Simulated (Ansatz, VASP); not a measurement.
# Two plane-wave programs on Ga2Cu

```
CELL_PARAMETERS angstrom
2.77307 0.00000 0.00000
0.00000 2.77307 0.00000
0.00000 0.00000 5.66243
ATOMIC_POSITIONS crystal
Ga 0.50000 0.50000 0.28299
Ga 0.50000 0.50000 0.71701
Cu 0.00000 0.00000 0.00000
```

Alike in both runs: task relaxation of cell and atoms; functional LDA; k mesh 16 × 16 × 8; occupations fermi-dirac, width 0.15 eV; no spin polarisation.

```csv
,VASP,Ansatz
version,VASP 6.6.1,Ansatz 0.2.0
potentials or method,"VASP PAW LDA potentials, release 64 (Ga_d, Cu), cutoff 600 eV","scalar-relativistic, plane waves, PAW"
valence electrons in the cell,37,45
```

|  | VASP | Ansatz | Ansatz less VASP |
| --- | --- | --- | --- |
| gap on the k mesh at the Fermi level, each at its own relaxed structure (eV) | none | none | - |
| relaxed volume (Å³/atom) | 14.57 | 14.52 | -0.055 |
| relaxed length of the cell vector where the two differ most in proportion (Å) | 5.683 | 5.668 | -0.0156 |

LDA's correlation is that of Perdew and Zunger in VASP and of Perdew and Wang (1992) in Ansatz. A gap of «none» marks a metal or a gap that the smearing closes. VASP's potentials hold 37 valence electrons a cell and Ansatz's 45, so a difference there can come from the potentials and not from the codes.
